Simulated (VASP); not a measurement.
A run of VASP 6.6.1 is set up as follows.

File INCAR:

```
SYSTEM = InAs
PREC = Accurate ; ENCUT = 520
EDIFF = 1E-7 ; ISMEAR = -1
SIGMA = 0.02 ; LREAL = .FALSE.
LASPH = .TRUE. ; NELM = 60
ALGO = Normal ; ISIF = 2
LWAVE = .FALSE. ; LCHARG = .TRUE.
GGA = PE ; LELF = .TRUE.
LVHAR = .TRUE. ; NBANDS = 16
```

File KPOINTS:

```
Automatic mesh
0
G
  6 6 6
  0 0 0
```

The input POSCAR:

```
InAs
1.0
    0.0000000000      3.0632076359      3.0632076359
    3.0632076359      0.0000000000      3.0632076359
    3.0632076359      3.0632076359      0.0000000000
In As
1 1
Direct
    0.0000000000      0.0000000000      0.0000000000
    0.2500000000      0.2500000000      0.2500000000
```

Potentials or basis: VASP PAW PBE potentials, release 64 (In_d, As).

Run with:

```sh
$ cat potpaw_PBE.64/In_d/POTCAR potpaw_PBE.64/As/POTCAR > POTCAR
$ mpirun -np 1 vasp_std > vasp.out
```

(1) Predict the pressure.

(2) What does it give for the band gap on the k mesh?

Answers

(1) 1.7 GPa.

(2) zero (filled and empty bands touch).

Caveat: semilocal functionals underestimate gaps, so a narrow gap can read as zero; spin-orbit coupling is left out, which moves the levels of the heavy elements.
